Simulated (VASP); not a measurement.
Wanted: the native input for a VASP 6.6.1 run.

- Task: single point
- Functional: PBEsol
- Potentials or basis: VASP PAW PBE potentials, release 64 (Au, Cu)
- Cutoff: 520 eV
- k mesh: 11 × 11 × 11
- Occupations: fermi-dirac, width 0.05 eV
- Spin: no spin polarisation
- Dipole correction: no
- Further INCAR settings: ALGO = Normal; EDIFF = 1e-06; NBANDS = 18

The structure of CuAu lies in POSCAR:

```
CuAu
1.0
    1.4135984423      0.8161414412      4.1692857537
   -1.4135984423      0.8161414412      4.1692857537
    0.0000000000     -1.6322828824      4.1692857537
Au Cu
1 1
Direct
    0.0000000000      0.0000000000      0.0000000000
    0.5000000000      0.5000000000      0.5000000000
```

This cell differs from its parent crystal: volume scaled by 0.94.

The input as run:

INCAR

```
SYSTEM = CuAu
ALGO = Normal
EDIFF = 1E-6
ENCUT = 520
GGA = PS
ISIF = 2
ISMEAR = -1
LASPH = .True.
LCHARG = .True.
LELF = .True.
LREAL = .False.
LVHAR = .True.
LWAVE = .False.
NBANDS = 18
NELM = 80
PREC = Accurate
SIGMA = 0.05
```

KPOINTS

```
k-points
0
Gamma
  11 11 11
  0 0 0
```

Potentials or basis: VASP PAW PBE potentials, release 64 (Au, Cu).

Run with:

```sh
$ cat potpaw_PBE.64/Au/POTCAR potpaw_PBE.64/Cu/POTCAR > POTCAR
$ mpirun -np 1 vasp_std > vasp.out
```

Results of the run:

The pressure is 0.9 GPa and the band gap on the k mesh is zero (band 11 reaches 10.80 eV, above the bottom of band 12 at 6.48 eV).

Caveat: the PAW data sets were made with another functional, which shifts forces and pressure a little; spin-orbit coupling is left out, which moves the levels of the heavy elements.

Wall time 73 s on 1 thread of Intel(R) Xeon(R) 6975P-C (Granite Rapids) (shared host), peak memory 0.25 GiB.
